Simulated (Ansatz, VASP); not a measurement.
CdI2: VASP beside Ansatz

```
CELL_PARAMETERS angstrom
4.24682 0.00000 0.00000
-2.12341 3.67785 0.00000
0.00000 0.00000 20.69239
ATOMIC_POSITIONS crystal
Cd 0.66667 0.33333 0.33317
Cd 0.33333 0.66667 0.66683
Cd 0.00000 0.00000 0.00000
I 0.33333 0.66667 0.08310
I 0.33333 0.66667 0.41625
I 0.66667 0.33333 0.91690
I 0.66667 0.33333 0.58375
I 0.00000 0.00000 0.25006
I 0.00000 0.00000 0.74994
```

Alike in both runs: task single point; functional PBE; k mesh 12 × 12 × 2; occupations fermi-dirac, width 0.02 eV; no spin polarisation.

|  | VASP | Ansatz |
| --- | --- | --- |
| version | VASP 6.6.1 | Ansatz 0.2.0 |
| potentials or method | VASP PAW PBE potentials, release 64 (Cd, I) | plane waves, PAW |
| plane-wave cutoff (eV) | 500 | 420 |
| valence electrons in the cell | 78 | 162 |

|  | VASP | Ansatz | Ansatz less VASP |
| --- | --- | --- | --- |
| gap on the k mesh at the Fermi level (eV) | 2.21 | 2.22 | +0.008 |
| pressure (GPa) | 1.7 | 1.6 | -0.11 |
| traceless stress, the component that is largest in VASP (GPa) | -0.06 | -0.05 | +0.009 |
| rms of the force components (eV/Å) | 0.042 | 0.032 | -0.0097 |

Atom by atom the forces differ by 0.010 eV/Å (rms over components). VASP's potentials hold 78 valence electrons a cell and Ansatz's 162, so a difference there can come from the potentials and not from the codes.

Neither program's run includes spin-orbit coupling.
